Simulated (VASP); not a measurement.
The system is TlBTe2.

```
Tl B Te
1.0
     3.96937    0.00000    0.00000
    -1.98468    3.43757    0.00000
     0.00000    0.00000    9.12505
Tl B Te
1 1 2
Direct
  0.33333 0.66667 0.50000
  0.00000 0.00000 0.50000
  0.33333 0.66667 0.85596
  0.33333 0.66667 0.14404
```

The cell was built from a structure type or drawn by symmetry, and may not be a known phase.

| Item | Value |
| --- | --- |
| Program | VASP 6.6.1 |
| Task | relaxation of cell and atoms |
| Functional | PBE |
| Potentials or basis | VASP PAW PBE potentials, release 64 (Tl_d, B, Te) |
| Cutoff | 500 eV |
| k mesh | 12 × 12 × 6 |
| Occupations | gaussian, width 0.1 eV |
| Spin | no spin polarisation |

At the start: pressure -0.2 GPa; volume 31.13 Å³/atom.

**Question.** How do energy, volume and symmetry change on relaxing?

**Answer.** Over 12 steps the energy falls by 2.5 meV/atom and the volume is 31.33 Å³/atom (+0.6 %); space group P-6m2 (No. 187, to 0.1 Å) before and after.

The path:
```csv
step,energy change (eV),largest force (eV/Å),pressure (GPa),volume (Å³)
1,0.0000,0.1070,-0.24,124.51
2,-0.0049,0.1134,0.00,123.67
3,-0.0059,0.1161,0.17,123.09
4,-0.0077,0.0356,0.19,123.51
5,-0.0085,0.0626,0.23,123.97
6,-0.0095,0.0133,0.08,124.55
7,-0.0097,0.0398,-0.08,125.18
8,-0.0097,0.0323,-0.05,125.09
9,-0.0098,0.0222,-0.05,125.15
10,-0.0099,0.0109,-0.03,125.21
11,-0.0099,0.0121,-0.01,125.34
12,-0.0099,0.0063,-0.02,125.31
```

Final structure:
```cif
data_structure
_symmetry_space_group_name_H-M 'P 1'
_symmetry_Int_Tables_number 1
_cell_length_a 3.9385
_cell_length_b 3.9385
_cell_length_c 9.3281
_cell_angle_alpha 90.000
_cell_angle_beta 90.000
_cell_angle_gamma 120.000
_cell_volume 125.31
loop_
_atom_site_label
_atom_site_type_symbol
_atom_site_fract_x
_atom_site_fract_y
_atom_site_fract_z
_atom_site_occupancy
Tl1 Tl 0.33333 0.66667 0.50000 1
B1 B 0.00000 0.00000 0.50000 1
Te1 Te 0.33333 0.66667 0.85998 1
Te2 Te 0.33333 0.66667 0.14002 1
```
